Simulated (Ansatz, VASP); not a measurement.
**KF in VASP and in Ansatz**

Contents of INCAR:

```
PREC = Accurate
ENCUT = 600
EDIFF = 1E-6
ISMEAR = 0
SIGMA = 0.02
LREAL = F
LASPH = T
NELM = 60
ALGO = Normal
ISIF = 3
LWAVE = F
LCHARG = F
GGA = PE
IBRION = 2
NSW = 100
EDIFFG = -0.01
```

Contents of KPOINTS:

```
Automatic mesh
0
Gamma
  8 8 8
```

POSCAR

```
KF
1.0
    3.2589550000      0.0000000000      0.0000000000
    0.0000000000      3.2589550000      0.0000000000
    0.0000000000      0.0000000000      3.2589550000
K F
1 1
Direct
    0.0000000000      0.0000000000      0.0000000000
    0.5000000000      0.5000000000      0.5000000000
```

Input for Ansatz:

```yaml
crystal:
  lattice:
    - [3.258955, 0.0, 0.0]
    - [0.0, 3.258955, 0.0]
    - [0.0, 0.0, 3.258955]
  atoms:
    - { symbol: K, position: [0.0, 0.0, 0.0] }
    - { symbol: F, position: [0.5, 0.5, 0.5] }
basis:
  ecutwfc: 420
kpoints:
  mp_grid: { grid: [8, 8, 8] }
hamiltonian:
  xc: pbe
scf:
  occupations: { method: gaussian, width: 0.02 }
output:
  forces: true
  stress: true
  eigenvalues: true
relax:
  adjacent_minimum: "off"
  f_tol: 0.01
  max_steps: 80
  cell: { stress_tol: 0.05 }
```

Alike in both runs: task relaxation of cell and atoms; functional PBE; k mesh 8 × 8 × 8; occupations gaussian, width 0.02 eV; no spin polarisation.

```csv
,VASP,Ansatz
version,VASP 6.6.1,Ansatz 0.2.0
potentials or method,"VASP PAW PBE potentials, release 64 (K_sv, F), cutoff 600 eV","scalar-relativistic, plane waves, PAW"
valence electrons in the cell,16,16
```

|  | VASP | Ansatz | Ansatz less VASP |
| --- | --- | --- | --- |
| gap on the k mesh at the Fermi level, each at its own relaxed structure (eV) | 6.26 | 6.27 | +0.014 |
| relaxed volume (Å³/atom) | 17.31 | 17.31 | 0.000 |
| relaxed length of the cell vector where the two differ most in proportion (Å) | 3.259 | 3.259 | 0.0000 |

Noted on VASP's run: the relaxation stopped at its first step, so nothing moved.
